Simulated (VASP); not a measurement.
# AlCo (CsCl type) in VASP: notebook, part 2 of 2

VASP 6.6.1. The steps go on from the part before.

### Step 4. Single point, HSE06

This run uses another cell than the first one, of 11.57 Å³/atom, 0.962 times its volume.

POSCAR

```
AlCo
1.0
    2.8500000000      0.0000000000      0.0000000000
    0.0000000000      2.8500000000      0.0000000000
    0.0000000000      0.0000000000      2.8500000000
Co Al
1 1
Direct
    0.0121547425      0.0121547425      0.0121547425
    0.5000000000      0.5000000000      0.5000000000
```

INCAR.step1

```
PREC = Accurate
ENCUT = 520
EDIFF = 1E-5
ISMEAR = -1
SIGMA = 0.1
LREAL = False
LASPH = True
NELM = 100
ALGO = Normal
ISIF = 2
LWAVE = True
LCHARG = False
NBANDS = 13
GGA = PE
```

INCAR.step2

```
PREC = Accurate
ENCUT = 520
EDIFF = 1E-6
ISMEAR = -1
SIGMA = 0.1
LREAL = False
LASPH = True
NELM = 100
ALGO = Normal
ISIF = 2
LWAVE = False
LCHARG = False
GGA = PE
LHFCALC = True
HFSCREEN = 0.2079
PRECFOCK = Normal
NBANDS = 13
ISTART = 1
```

KPOINTS

```
regular mesh
0
Gamma
  4 4 4
```

Potentials or basis: VASP PAW PBE potentials, release 64 (Co, Al).

Run with:

```console
> cat potpaw_PBE.64/Co/POTCAR potpaw_PBE.64/Al/POTCAR > POTCAR
> cp INCAR.step1 INCAR
> mpirun -np 1 vasp_std > vasp.out
> cp INCAR.step2 INCAR
> mpirun -np 1 vasp_std > vasp.out
```

OUTCAR:

```text
PREC = Accurate
   ENCUT = 520
   EDIFF = 1E-6
   ISMEAR = -1
   LREAL = False
   LASPH = True
   NELM = 100
   ISIF = 2
   GGA = PE
   LHFCALC = True
   HFSCREEN = 0.2079
   PRECFOCK = Normal
   ISTART = 1

 ion  position               nearest neighbor table
   1  0.012  0.012  0.012-   2 2.41   2 2.45   2 2.45   2 2.45   2 2.49   2 2.49   2 2.49   2 2.53

   2  0.500  0.500  0.500-   1 2.41   1 2.45   1 2.45   1 2.45   1 2.49   1 2.49   1 2.49   1 2.53

  LATTYP: Found a simple cubic cell.
 ALAT       =     2.8500000000

  Lattice vectors:

 A1 = (   2.8500000000,   0.0000000000,   0.0000000000)
 A2 = (   0.0000000000,   2.8500000000,   0.0000000000)
 A3 = (   0.0000000000,   0.0000000000,   2.8500000000)

Analysis of symmetry for initial positions (statically):
=====================================================================
 Subroutine PRICEL returns:
 Original cell was already a primitive cell.

 Routine SETGRP: Setting up the symmetry group for a
 simple cubic supercell.

 Subroutine GETGRP returns: Found  6 space group operations
 (whereof  6 operations were pure point group operations)
 out of a pool of 48 trial point group operations.

The static configuration has the point symmetry C_3v.

Analysis of symmetry for dynamics (positions and initial velocities):
=====================================================================
 Subroutine PRICEL returns:
 Original cell was already a primitive cell.

 Routine SETGRP: Setting up the symmetry group for a
 simple cubic supercell.

 Subroutine GETGRP returns: Found  6 space group operations
 (whereof  6 operations were pure point group operations)
 out of a pool of 48 trial point group operations.

The dynamic configuration has the point symmetry C_3v.

 Subroutine INISYM returns: Found  6 space group operations
 (whereof  6 operations are pure point group operations),
 and found     1 'primitive' translations

----------------------------------------------------------------------------------------

                                     Primitive cell

  volume of cell :      23.1491

  direct lattice vectors                    reciprocal lattice vectors
     2.850000000  0.000000000  0.000000000     0.350877193  0.000000000  0.000000000
     0.000000000  2.850000000  0.000000000     0.000000000  0.350877193  0.000000000
     0.000000000  0.000000000  2.850000000     0.000000000  0.000000000  0.350877193

  length of vectors
     2.850000000  2.850000000  2.850000000     0.350877193  0.350877193  0.350877193

  position of ions in fractional coordinates (direct lattice)
     0.012154743  0.012154743  0.012154743
     0.500000000  0.500000000  0.500000000

  ion indices of the primitive-cell ions
   primitive index   ion index
                 1           1
                 2           2

----------------------------------------------------------------------------------------

 KPOINTS: regular mesh

Automatic generation of k-mesh.
 Grid dimensions read from file:
 generate k-points for:    4    4    4

[... 37 lines left out ...]
   dimension x,y,z NGXF=    48 NGYF=   48 NGZF=   48
   ions per type =               1   1
   NGX,Y,Z   is equivalent  to a cutoff of  14.00, 14.00, 14.00 a.u.
   NGXF,Y,Z  is equivalent  to a cutoff of  28.00, 28.00, 28.00 a.u.
 SYSTEM =  unknown system
   PREC   = accura    normal or accurate (medium, high low for compatibility)
   ISTART =      1    job   : 0-new  1-cont  2-samecut
   ICHARG =      0    charge: 1-file 2-atom 10-const
   ISPIN  =      1    spin polarized calculation?
   LNONCOLLINEAR =      F non collinear calculations
   LSORBIT =      F    spin-orbit coupling
   LASPH  =      T    aspherical Exc in radial PAW
   ENCUT  =  520.0 eV  38.22 Ry    6.18 a.u.   5.30  5.30  5.30*2*pi/ulx,y,z
   NELM   =    100;   NELMIN=  2; NELMDL=  0     # of ELM steps
   EDIFF  = 0.1E-05   stopping-criterion for ELM
   LREAL  =      F    real-space projection
   EDIFFG = 0.1E-04   stopping-criterion for IOM
   NSW    =      0    number of steps for IOM
   IBRION =     -1    ionic relax: 0-MD 1-quasi-New 2-CG
   NFREE  =      0    steps in history (QN), initial steepest desc. (CG)
   ISIF   =      2    stress and relaxation
   ISYM   =      3    0-nonsym 1-usesym 2-fastsym
   POTIM  = 0.5000    time-step for ionic-motion
   TEBEG  =    0.0;   TEEND  =   0.0 temperature during run
   PSTRESS=    0.0 pullay stress
   NELECT =      12.0000    total number of electrons
   NUPDOWN=      -1.0000    fix difference up-down
   EMIN   =  10.00;   EMAX   =-10.00  energy-range for DOS
   EFERMI =   0.00;   METHOD = LEGACY
   ISMEAR =    -1;   SIGMA  =   0.10  broadening in eV -4-tet -1-fermi 0-gaus
   EFERMI_NEDOS =   21; number of points for ismear=-14 and -15
   IALGO  =     38    algorithm
   IMIX   =      1    mixing-type and parameters
     AMIX     =   0.40;   BMIX     =  1.00
     AMIX_MAG =   1.60;   BMIX_MAG =  1.00
  volume/ion in A,a.u.               =      11.57        78.11
  Fermi-wavevector in a.u.,A,eV,Ry     =   1.315095  2.485169 23.530926  1.729474
  Thomas-Fermi vector in A             =   2.445302
   LORBIT       =      0    0 simple, 1 ext, 2 COOP (PROOUT), +10 PAW based schemes
   GGA     = PE    functional components
   LHFCALC =     T    Hartree Fock is set to
   PRECFOCK=normal    Normal, Fast or Accurate (Low or Medium for compatibility)
   ENCUT4O =  -1.0   cutoff for four orbital integrals eV
   NKREDX  =     1    reduce k-point grid by
   NKREDY  =     1    reduce k-point grid by
   NKREDZ  =     1    reduce k-point grid by
   AEXX    =    0.2500 exact exchange contribution
   HFSCREEN=    0.2079 screening length (either q_TF or 0.3 A-1)
   HFSCREENC=   0.2079 screening length for correlation (either q_TF or 0.3 A-1)
   ENCUTFOCK=  -1.0 apply spherical cutoff to Coloumb kernel
   IVDW    =     0    specifies the selected vdW correction
   LEPSILON=     F    determine dielectric tensor
   LRPA    =     F    only Hartree local field effects (RPA)
 non-spin polarized calculation
  energy-cutoff  :      520.00
  volume of cell :       23.15
 maximum number of plane-waves:       647
 NGX is ok and might be reduce to    24
  NGX = 16; NGY = 16; NGZ = 16

 number of electron      12.0000001 magnetization

 Free energy of the ion-electron system (eV)
  ---------------------------------------------------
  ext. energy  EPLUGINS =         0.00000000
  ---------------------------------------------------
  free energy    TOTEN  =       -14.03939960 eV

  energy without entropy =      -14.00937654  energy(sigma->0) =      -14.02438807

 E-fermi :  10.3874     XC(G=0): -10.0110

 val. band max:       10.0956854448   @ k =   0.5000   0.5000   0.2500
 cond. band min:      10.4096960128   @ k =   0.5000   0.5000   0.5000
 fundamental gap:      0.3140105680
 Fermi energy:        10.3873519476

 k-point     1 :       0.0000    0.0000    0.0000
  band No.  band energies     occupation
      1      -2.0720      2.00000
      2       6.7659      2.00000
      3       6.7659      2.00000
      4       7.9796      2.00000
      5       7.9879      2.00000
      6       7.9879      2.00000
      7      17.1483      0.00000
      8      17.1483      0.00000
      9      17.1606      0.00000
     10      20.3176      0.00000
     11      20.3176      0.00000
     12      26.9012      0.00000
     13      33.5250      0.00000
[... 178 lines left out ...]
  band No.  band energies     occupation
      1       4.9818      2.00000
      2       4.9839      2.00000
      3       4.9840      2.00000
      4      10.4097      0.88874
      5      10.4097      0.88871
      6      13.0487      0.00000
      7      13.0535      0.00000
      8      13.0535      0.00000
      9      15.1597      0.00000
     10      15.9845      0.00000
     11      15.9845      0.00000
     12      16.0570      0.00000
     13      20.8366      0.00000

------------------------ aborting loop because EDIFF is reached ----------------------------------------

  FORCE on cell =-STRESS in cart. coord.  units (eV):
  Direction    XX          YY          ZZ          XY          YZ          ZX
  --------------------------------------------------------------------------------------
  -------------------------------------------------------------------------------------
  Total       -0.8677606     -0.8677606     -0.8677606      0.0307255      0.0307255      0.0307255
  in kB      -60.0586991    -60.0586991    -60.0586991      2.1265437      2.1265437      2.1265437
  external PRESSURE =     -60.0586991 kB  Pullay stress =       0.0000000 kB

 VOLUME and BASIS-vectors are now :
 -----------------------------------------------------------------------------
  energy-cutoff  :      520.00
  volume of cell :       23.15
      direct lattice vectors                 reciprocal lattice vectors
     2.850000000  0.000000000  0.000000000     0.350877193  0.000000000  0.000000000
     0.000000000  2.850000000  0.000000000     0.000000000  0.350877193  0.000000000
     0.000000000  0.000000000  2.850000000     0.000000000  0.000000000  0.350877193

 POSITION                                       TOTAL-FORCE (eV/Angst)
 -----------------------------------------------------------------------------------
      0.03464      0.03464      0.03464        -0.244061     -0.244061     -0.244061
      1.42500      1.42500      1.42500         0.244061      0.244061      0.244061
 -----------------------------------------------------------------------------------
    total drift:                                0.000118      0.000128      0.000101

  FREE ENERGIE OF THE ION-ELECTRON SYSTEM (eV)
  ---------------------------------------------------
  free  energy   TOTEN  =       -14.0393995964 eV

  energy  without entropy=      -14.0093765377  energy(sigma->0) =      -14.02438807
```

OUTCAR.step1:

```text
PREC = Accurate
   ENCUT = 520
   EDIFF = 1E-5
   ISMEAR = -1
   LREAL = False
[... 417 lines left out ...]
      0.03464      0.03464      0.03464        -0.255748     -0.255748     -0.255748
      1.42500      1.42500      1.42500         0.255748      0.255748      0.255748
 -----------------------------------------------------------------------------------
    total drift:                                0.000204      0.000204      0.000201

  FREE ENERGIE OF THE ION-ELECTRON SYSTEM (eV)
  ---------------------------------------------------
  free  energy   TOTEN  =       -11.8880418571 eV

  energy  without entropy=      -11.8268020429  energy(sigma->0) =      -11.85742195
```

OSZICAR.step1:

```text
N       E                     dE             d eps       ncg     rms          rms(c)
DAV:   1     0.387874418107E+02    0.38787E+02   -0.51014E+03   346   0.973E+02
DAV:   2    -0.118014076622E+02   -0.50589E+02   -0.45550E+02   358   0.174E+02
DAV:   3    -0.135515845004E+02   -0.17502E+01   -0.17298E+01   373   0.372E+01
DAV:   4    -0.135802403185E+02   -0.28656E-01   -0.28647E-01   421   0.435E+00
DAV:   5    -0.135812211352E+02   -0.98082E-03   -0.98080E-03   422   0.843E-01    0.125E+01
DAV:   6    -0.162972337980E+02   -0.27160E+01   -0.53785E+01   378   0.959E+01    0.178E+01
DAV:   7    -0.119192860621E+02    0.43779E+01   -0.27623E+01   388   0.618E+01    0.163E+00
DAV:   8    -0.118991918643E+02    0.20094E-01   -0.16919E-01   373   0.294E+00    0.999E-01
DAV:   9    -0.118883005970E+02    0.10891E-01   -0.16411E-02   430   0.149E+00    0.226E-01
DAV:  10    -0.118880545721E+02    0.24602E-03   -0.33420E-04   411   0.159E-01    0.115E-01
DAV:  11    -0.118880445233E+02    0.10049E-04   -0.22317E-05   337   0.406E-02    0.155E-02
DAV:  12    -0.118880418571E+02    0.26662E-05   -0.21278E-05   234   0.592E-02
   1 F= -.11888042E+02 E0= -.11857422E+02  d E =-.612398E-01
```

It took 2 min on 1 thread of Intel Xeon 6975P-C (Granite Rapids), shared host; peak memory 0.23 GiB.

What came out:

```
Free energy            : -14.0394 eV
Pressure               : -6.0 GPa
Largest force          : 0.423 eV/Å
Band gap on the k mesh : zero (band 6 reaches 13.05 eV, above the bottom of band 7 at 10.46 eV)
```

Forces on the atoms (eV/Å):
```
Co  -0.244 -0.244 -0.244
Al   0.244  0.244  0.244
```

Levels at points of the mesh, in eV from the Fermi level:
```csv
k point,band 3,band 4,band 5,band 6,band 7,band 8,band 9,band 10
"(0.00, 0.00, 0.00)",-3.62,-2.41,-2.40,-2.40,6.76,6.76,6.77,9.93
"(0.50, 0.00, 0.00)",-3.29,-3.28,-2.98,-2.30,0.73,9.31,11.73,11.73
"(0.50, 0.50, 0.00)",-3.16,-3.15,-3.03,-3.02,0.11,3.26,3.46,13.91
"(0.50, 0.50, 0.50)",-5.40,0.02,0.02,2.66,2.67,2.67,4.77,5.60
```

Caveat: the k points lie up to 0.55 Å⁻¹ apart; the PAW data sets were made with another functional, which shifts forces and pressure a little.
